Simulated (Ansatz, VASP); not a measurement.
**Two plane-wave programs on BaTiO3**

```
CELL_PARAMETERS angstrom
2.84005 1.63971 2.33143
-2.84005 1.63971 2.33143
0.00000 -3.27941 2.33143
ATOMIC_POSITIONS crystal
Ba 0.00279 0.00279 0.00279
Ti 0.51625 0.51625 0.51625
O 0.48260 0.48260 0.97301
O 0.48975 0.98016 0.48975
O 0.98016 0.48975 0.48975
```

Alike in both runs: task single point; functional r2SCAN; k mesh 6 × 6 × 6; occupations gaussian, width 0.05 eV; no spin polarisation.

|  | VASP | Ansatz |
| --- | --- | --- |
| version | VASP 6.6.1 | Ansatz 0.2.0 |
| potentials or method | VASP PAW PBE potentials, release 64 (Ba_sv, Ti_sv, O), cutoff 520 eV | scalar-relativistic, plane waves, PAW |
| valence electrons in the cell | 40 | 40 |

VASP gave:

```
gap on the k mesh at the Fermi level (eV)                     : 2.92
least direct gap on the mesh (eV)                             : 3.41
pressure (GPa)                                                : 2.5
traceless stress, the component that is largest in VASP (GPa) : -0.34
rms of the force components (eV/Å)                            : 0.157
```

Question: Estimate Ansatz's values.

Answer: gap on the k mesh at the Fermi level (eV): 2.94; least direct gap on the mesh (eV): 3.39; pressure (GPa): 0.6; traceless stress, the component that is largest in VASP (GPa): -0.34; rms of the force components (eV/Å): 0.116.

VASP's potentials were made for PBE, not for r2SCAN. Atom by atom the forces differ by 0.069 eV/Å (rms over components).

Spin-orbit coupling is off throughout.
